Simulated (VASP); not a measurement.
# W15S32 (a cell with a defect) in VASP: notebook, part 3 of 3

VASP 6.6.1.

## Step 4: Single point, PBE, collinear spin (atoms taken out, then relaxed in part)

The input, INCAR:

```
SYSTEM = W15S32
PREC     = Accurate       ! precision mode
ENCUT    = 520            ! plane-wave cutoff, eV
EDIFF    = 1E-7           ! SCF threshold, eV
ISMEAR   = 0              ! smearing method
SIGMA    = 0.01           ! smearing width, eV
LREAL    = Auto         
LASPH    = .True.         ! aspherical terms in the spheres
NELM     = 150            ! most SCF steps
ALGO     = Normal         ! electronic algorithm
ISIF     = 2              ! what is computed and relaxed
LWAVE    = .False.        ! write WAVECAR
LCHARG   = .False.        ! write CHGCAR
ISPIN    = 2              ! spin polarisation
MAGMOM   = 0 0 0 0 0 0 0 0 0 0 0 0 0 0 0 0 0 0 0 0 0 0 0 0 0.333 0 0 0 0.333 0.333 0 0 0 0 0 0 0 0 0 0 0.333 0 0 0 0.333 0.333 0 ! initial moments
LORBIT   = 11             ! projections on sites
LMAXMIX  = 4              ! l up to which the mixer works
GGA      = PE             ! functional
NBANDS   = 234            ! bands
```

The input, KPOINTS:

```
Automatic mesh
0
Gamma
  1 1 1
  0 0 0
```

The input, POSCAR:

```
W15S32
1.0
   -6.3754948460      3.6808936656      7.4744429926
    0.0000000000     -7.3617873312      7.4744429926
    6.3754948460      3.6808936656      7.4744429926
W S
15 32
Direct
    0.4989101433      0.4974099769      0.0057990302
    0.7506437791      0.2506437791      0.0005072683
   -0.0025900231      0.7557990302      0.2489101433
   -0.0025900231     -0.0010898567      0.0057990302
    0.2557990302      0.4974099769      0.2489101433
    0.5012820148      0.2493837732      0.2512820148
    0.7506437791      0.7505072683      0.5006437791
    0.7493837732      0.0012820148      0.2512820148
    0.0011558871      0.5011558871      0.4996759984
    0.2505072683      0.2506437791      0.5006437791
    0.4989101433      0.7557990302      0.7474099769
    0.5012820148      0.0012820148      0.4993837732
    0.7496759984      0.5011558871      0.7511558871
    0.0011558871      0.2496759984      0.7511558871
    0.2557990302     -0.0010898567      0.7474099769
    0.6544247716      0.1544247716      0.4044247716
    0.9016504236      0.9052691492      0.4054551942
    0.1549697471      0.6549697471      0.3991981937
    0.4052691492      0.1554551942      0.6516504236
    0.4052691492      0.4016504236      0.4054551942
    0.6554551942      0.9052691492      0.6516504236
    0.9038716102      0.6539374269      0.6538716102
    0.1549697471      0.1491981937      0.9049697471
    0.1539374269      0.4038716102      0.6538716102
    0.4086328978      0.9086328978      0.8966363942
    0.6491981937      0.6549697471      0.9049697471
    0.9016504236      0.1554551942      0.1552691492
    0.9038716102      0.4038716102      0.9039374269
    0.1466363942      0.9086328978      0.1586328978
    0.4086328978      0.6466363942      0.1586328978
    0.6554551942      0.4016504236      0.1552691492
    0.5135887375      0.0135887375      0.2635887375
    0.7614493935      0.7649700230      0.2650399276
    0.0169942914      0.5169942914      0.2610912185
    0.2649700230      0.0150399276      0.5114493935
    0.2649700230      0.2614493935      0.2650399276
    0.5150399276      0.7649700230      0.5114493935
    0.7641313163      0.5141020849      0.5141313163
    0.0169942914      0.0110912185      0.7669942914
    0.0141020849      0.2641313163      0.5141313163
    0.2670778508      0.7670778508      0.7565513733
    0.5110912185      0.5169942914      0.7669942914
    0.7614493935      0.0150399276      0.0149700230
    0.7641313163      0.2641313163      0.7641020849
    0.0065513733      0.7670778508      0.0170778508
    0.2670778508      0.5065513733      0.0170778508
    0.5150399276      0.2614493935      0.0149700230
```

Potentials or basis: VASP PAW PBE potentials, release 64 (W_sv, S).

Launch:

```console
$ cat potpaw_PBE.64/W_sv/POTCAR potpaw_PBE.64/S/POTCAR > POTCAR
$ mpirun -np 1 vasp_gam > vasp.out
```

OUTCAR:

```text
SYSTEM = W15S32
   PREC = Accurate
   ENCUT = 520
   EDIFF = 1E-7
   ISMEAR = 0
   LREAL = Auto
   LASPH = .True.
   NELM = 150
   ISIF = 2
   ISPIN = 2
   LORBIT = 11
   GGA = PE

 ion  position               nearest neighbor table
   1  0.499  0.497  0.006-  30 2.38  46 2.38  31 2.41  47 2.41  42 2.43  26 2.43   5 3.10   6 3.15
                             2 3.18  13 3.22  11 3.29
   2  0.751  0.251  0.001-  47 2.41  43 2.41  31 2.41  27 2.41  44 2.42  28 2.42   1 3.18   4 3.18
                            14 3.19  13 3.19   6 3.19   8 3.19
   3  0.997  0.756  0.249-  29 2.38  45 2.38  17 2.41  33 2.41  34 2.43  18 2.43   4 3.10   8 3.15
                             7 3.18   9 3.22   5 3.29
   4  0.997  0.999  0.006-  29 2.38  45 2.38  27 2.41  43 2.41  39 2.43  23 2.43   3 3.10   8 3.15
                             2 3.18  14 3.22  15 3.29
   5  0.256  0.497  0.249-  30 2.38  46 2.38  20 2.41  36 2.41  34 2.43  18 2.43   1 3.10   6 3.15
                            10 3.18   9 3.22   3 3.29
[... 836 lines left out ...]
 -----------------------------------------------------------------------------------
    total drift:                               -0.000000     -0.000000     -0.028967

  FREE ENERGIE OF THE ION-ELECTRON SYSTEM (eV)
  ---------------------------------------------------
  free  energy   TOTEN  =      -360.0373800209 eV

  energy  without entropy=     -360.0373800209  energy(sigma->0) =     -360.03738002

 total charge

# of ion       s       p       d       tot
------------------------------------------
    1        2.332   6.325   3.316  11.973
    2        2.315   6.323   3.379  12.017
    3        2.332   6.325   3.316  11.973
    4        2.332   6.325   3.316  11.973
    5        2.332   6.325   3.316  11.973
    6        2.317   6.322   3.370  12.009
[... 39 lines left out ...]
   46        1.366   2.331   0.000   3.697
   47        1.361   2.356   0.000   3.718
--------------------------------------------------
tot         78.406 170.036  50.200 298.642

 magnetization (x)

# of ion       s       p       d       tot
------------------------------------------
    1        0.000   0.000   0.000   0.000
    2        0.000   0.000  -0.000  -0.000
    3        0.000   0.000   0.000   0.000
    4        0.000   0.000   0.000   0.000
    5        0.000   0.000   0.000   0.000
    6        0.000   0.000   0.000   0.000
[... 39 lines left out ...]
   46       -0.000  -0.000   0.000  -0.000
   47       -0.000  -0.000   0.000  -0.000
--------------------------------------------------
tot          0.000  -0.000   0.000   0.000
```

stdout:

```text
POSCAR found type information on POSCAR W S
 POSCAR found :  2 types and      47 ions
 scaLAPACK will be used
 LDA part: xc-table for (Slater+PW92), standard interpolation
 POSCAR, INCAR and KPOINTS ok, starting setup
 FFT: planning ... GRIDC
 FFT: planning ... GRID_SOFT
 FFT: planning ... GRID
 WAVECAR not read
 entering main loop
```

It took 17 min on 1 thread of Oxide Virtual Turin-like, shared host; peak memory 1.3 GiB.

Results:

- Free energy: -360.0374 eV
- Pressure: 0.3 GPa
- Largest force: 0.018 eV/Å
- Net moment: 0.00 μB per cell
- Valence electrons inside the program's atomic spheres: W 11.97, 12.02, 12.01, 11.98 (each value once); S 3.72, 3.71, 3.70 (each value once)

Forces on the atoms (eV/Å):
```
W   -0.001 -0.012  0.002
W   -0.004 -0.002 -0.001
W   -0.010  0.007  0.002
W   -0.011  0.005  0.002
W    0.001 -0.012  0.002
W    0.000 -0.008 -0.001
W    0.000  0.005 -0.001
W   -0.007  0.004 -0.001
W   -0.012 -0.007 -0.002
W    0.004 -0.002 -0.001
W    0.010  0.007  0.002
W    0.007  0.004 -0.001
W    0.012 -0.007 -0.002
W    0.000  0.013 -0.002
W    0.011  0.005  0.002
S    0.000  0.000 -0.002
S   -0.004  0.006 -0.005
S    0.005  0.003 -0.009
S    0.007  0.001 -0.005
S    0.003 -0.006 -0.005
S    0.004  0.006 -0.005
S    0.000  0.002 -0.001
S    0.000 -0.006 -0.009
S    0.001 -0.001 -0.001
S   -0.007 -0.004 -0.016
S   -0.005  0.003 -0.009
S   -0.007  0.001 -0.005
S   -0.001 -0.001 -0.001
S    0.007 -0.004 -0.016
S    0.000  0.008 -0.016
S   -0.003 -0.006 -0.005
S    0.000  0.000 -0.005
S   -0.006  0.006  0.004
S    0.006  0.004  0.011
S    0.008  0.002  0.004
S    0.002 -0.008  0.004
S    0.006  0.006  0.004
S    0.000  0.002  0.001
S    0.000 -0.007  0.011
S    0.001 -0.001  0.001
S   -0.003 -0.002  0.017
S   -0.006  0.004  0.011
S   -0.008  0.002  0.004
S   -0.001 -0.001  0.001
S    0.003 -0.002  0.017
S    0.000  0.004  0.017
S   -0.002 -0.008  0.004
```

Stress tensor (GPa, compression positive):
```
 0.64  0.00  0.00
 0.00  0.64  0.00
 0.00  0.00 -0.28
```

Levels at points of the mesh, in eV from the Fermi level:
Spin up:
```csv
k point,band 199,band 200,band 201,band 202,band 203,band 204
"(0.00, 0.00, 0.00)",-0.70,-0.21,-0.21,0.18,0.18,0.61
```
Spin down:
| k point | band 197 | band 198 | band 199 | band 200 | band 201 | band 202 | band 203 | band 204 | band 205 | band 206 |
| --- | --- | --- | --- | --- | --- | --- | --- | --- | --- | --- |
| (0.00, 0.00, 0.00) | -0.96 | -0.80 | -0.70 | -0.21 | -0.21 | 0.18 | 0.18 | 0.61 | 1.80 | 1.93 |

Caveat: the k points lie up to 0.63 Å⁻¹ apart; the cell differs from its parent crystal (atoms taken out, then relaxed in part); spin-orbit coupling is left out, which moves the levels of the heavy elements.

## Step 5: Single point, PBE, collinear spin (atoms taken out, then relaxed in part)

The input, INCAR:

```
PREC = Accurate ; ENCUT = 520
EDIFF = 1E-6 ; ISMEAR = 0
SIGMA = 0.01 ; LREAL = Auto
LASPH = T ; NELM = 150
ALGO = Normal ; ISIF = 2
LWAVE = F ; LCHARG = T
ISPIN = 2 ; MAGMOM = 0 0 0 0 0 0 0 0 0 0 0 0 0 0 0 0 0 0 0 0 0 0 0 0 0.333 0 0 0 0.333 0.333 0 0 0 0 0 0 0 0 0 0 0.333 0 0 0 0.333 0.333 0
LORBIT = 11 ; LMAXMIX = 4
GGA = PE ; LELF = T
LVHAR = T ; NELECT = 404.0
NBANDS = 234
```

The input, KPOINTS:

```
Automatic mesh
0
Gamma
  1 1 1
```

The input, POSCAR:

```
W15S32
1.0
   -6.3754948460      3.6808936656      7.4744429926
    0.0000000000     -7.3617873312      7.4744429926
    6.3754948460      3.6808936656      7.4744429926
W S
15 32
Direct
    0.4993717810      0.4974047156      0.0054425690
    0.7503293595      0.2503293595      0.0010123969
   -0.0025952844      0.7554425690      0.2493717810
   -0.0025952844     -0.0006282190      0.0054425690
    0.2554425690      0.4974047156      0.2493717810
    0.5014948319      0.2488269052      0.2514948319
    0.7503293595      0.7510123969      0.5003293595
    0.7488269052      0.0014948319      0.2514948319
    0.0012074663      0.5012074663      0.4994984878
    0.2510123969      0.2503293595      0.5003293595
    0.4993717810      0.7554425690      0.7474047156
    0.5014948319      0.0014948319      0.4988269052
    0.7494984878      0.5012074663      0.7512074663
    0.0012074663      0.2494984878      0.7512074663
    0.2554425690     -0.0006282190      0.7474047156
    0.6544844823      0.1544844823      0.4044844823
    0.9015517702      0.9050261804      0.4053984072
    0.1549319523      0.6549319523      0.3993844898
    0.4050261804      0.1553984072      0.6515517702
    0.4050261804      0.4015517702      0.4053984072
    0.6553984072      0.9050261804      0.6515517702
    0.9036715708      0.6538511140      0.6536715708
    0.1549319523      0.1493844898      0.9049319523
    0.1538511140      0.4036715708      0.6536715708
    0.4076485007      0.9076485007      0.8960516328
    0.6493844898      0.6549319523      0.9049319523
    0.9015517702      0.1553984072      0.1550261804
    0.9036715708      0.4036715708      0.9038511140
    0.1460516328      0.9076485007      0.1576485007
    0.4076485007      0.6460516328      0.1576485007
    0.6553984072      0.4015517702      0.1550261804
    0.5134655439      0.0134655439      0.2634655439
    0.7617374742      0.7649650615      0.2651015823
    0.0168565608      0.5168565608      0.2611576826
    0.2649650615      0.0151015823      0.5117374742
    0.2649650615      0.2617374742      0.2651015823
    0.5151015823      0.7649650615      0.5117374742
    0.7641819045      0.5142563139      0.5141819045
    0.0168565608      0.0111576826      0.7668565608
    0.0142563139      0.2641819045      0.5141819045
    0.2679027157      0.7679027157      0.7580846957
    0.5111576826      0.5168565608      0.7668565608
    0.7617374742      0.0151015823      0.0149650615
    0.7641819045      0.2641819045      0.7642563139
    0.0080846957      0.7679027157      0.0179027157
    0.2679027157      0.5080846957      0.0179027157
    0.5151015823      0.2617374742      0.0149650615
```

Launch:

```console
$ cat potpaw_PBE.64/W_sv/POTCAR potpaw_PBE.64/S/POTCAR > POTCAR
$ mpirun -np 1 vasp_gam > vasp.out
```

Wall time 18 min (1 thread of Oxide Virtual Turin-like, shared host); peak memory 1.4 GiB.

The run converged. Its results:

| Property | Result |
| --- | --- |
| Free energy | -350.5654 eV |
| Largest force | 0.015 eV/Å |
| Net moment | 2.00 μB per cell |
| Site moments | W +0.19, +0.01, +0.02, -0.01 (each value once); S -0.00, +0.00, +0.01, +0.02, +0.05 (each value once) μB |
| Valence electrons inside the program's atomic spheres | W 12.02, 12.05, 12.03, 12.01 (each value once); S 3.73, 3.72 (each value once) |

Forces on the atoms (eV/Å):
```
W    0.013 -0.006  0.000
W    0.004  0.002 -0.001
W   -0.012 -0.009  0.000
W    0.001  0.015  0.000
W   -0.013 -0.006  0.000
W    0.000  0.005 -0.002
W    0.000 -0.005 -0.001
W    0.004 -0.003 -0.002
W    0.002  0.001 -0.001
W   -0.004  0.002 -0.001
W    0.012 -0.009  0.000
W   -0.004 -0.003 -0.002
W   -0.002  0.001 -0.001
W    0.000 -0.003 -0.001
W   -0.001  0.015  0.000
S    0.000  0.000 -0.004
S    0.004  0.004  0.005
S    0.004  0.002  0.006
S    0.002 -0.005  0.005
S    0.006  0.001  0.005
S   -0.004  0.004  0.005
S    0.000  0.006  0.006
S    0.000 -0.005  0.006
S    0.005 -0.003  0.006
S   -0.006 -0.003  0.004
S   -0.004  0.002  0.006
S   -0.002 -0.005  0.005
S   -0.005 -0.003  0.006
S    0.006 -0.003  0.004
S    0.000  0.007  0.004
S   -0.006  0.001  0.005
S    0.000  0.000 -0.006
S    0.004  0.004 -0.006
S    0.005  0.003 -0.006
S    0.001 -0.005 -0.006
S    0.005  0.002 -0.006
S   -0.004  0.004 -0.006
S    0.000  0.004 -0.005
S    0.000 -0.006 -0.006
S    0.003 -0.002 -0.005
S   -0.004 -0.002  0.006
S   -0.005  0.003 -0.006
S   -0.001 -0.005 -0.006
S   -0.003 -0.002 -0.005
S    0.004 -0.002  0.006
S    0.000  0.005  0.006
S   -0.005  0.002 -0.006
```

Levels at points of the mesh, in eV from the Fermi level:
Spin up:
| k point | band 201 | band 202 | band 203 | band 204 | band 205 | band 206 |
| --- | --- | --- | --- | --- | --- | --- |
| (0.00, 0.00, 0.00) | -0.45 | -0.15 | -0.15 | 0.31 | 1.48 | 1.53 |
Spin down:
| k point | band 198 | band 199 | band 200 | band 201 | band 202 | band 203 | band 204 | band 205 |
| --- | --- | --- | --- | --- | --- | --- | --- | --- |
| (0.00, 0.00, 0.00) | -1.13 | -1.06 | -0.36 | -0.36 | 0.13 | 0.13 | 0.54 | 1.56 |

Caveat: the k points lie up to 0.63 Å⁻¹ apart; the cell carries a net charge on a neutralising background, which shifts energy and pressure; the cell differs from its parent crystal (atoms taken out, then relaxed in part); the cell is charged against a uniform background, so pressure and absolute levels hang on convention; spin-orbit coupling is left out, which moves the levels of the heavy elements.
